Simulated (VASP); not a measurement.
# Al: single point with r2SCAN

The system is Al.

```xyz
1
Lattice="0.0000 1.9967 1.9967 1.9967 0.0000 1.9967 1.9967 1.9967 0.0000" Properties=species:S:1:pos:R:3 pbc="T T T"
Al    0.0000    0.0000    0.0000
```

| Item | Value |
| --- | --- |
| Program | VASP 6.6.1 |
| Task | single point |
| Functional | r2SCAN |
| Potentials or basis | VASP PAW PBE potentials, release 64 (Al) |
| Cutoff | 520 eV |
| k mesh | 14 × 14 × 14 |
| Occupations | methfessel-paxton, width 0.3 eV |
| Spin | no spin polarisation |

```
Pressure : -0.6 GPa
```

Levels at points of the mesh, in eV from the Fermi level:
```tsv
k point	band 1	band 2	band 3	band 4	band 5
(0.00, 0.00, 0.00)	-12.07	13.55	13.55	13.55	15.75
(0.50, 0.00, 0.00)	-5.12	-4.56	12.28	12.28	12.75
(0.50, 0.50, 0.00)	-3.22	-1.64	5.50	6.21	6.21
```

Wall time 29 s on 1 thread of Intel(R) Xeon(R) Platinum 8259CL CPU @ 2.50GHz (Skylake/Cascade Lake), on a shared host, peak memory 0.14 GiB.

Caveat: the PAW data sets were made with another functional, which shifts forces and pressure a little.
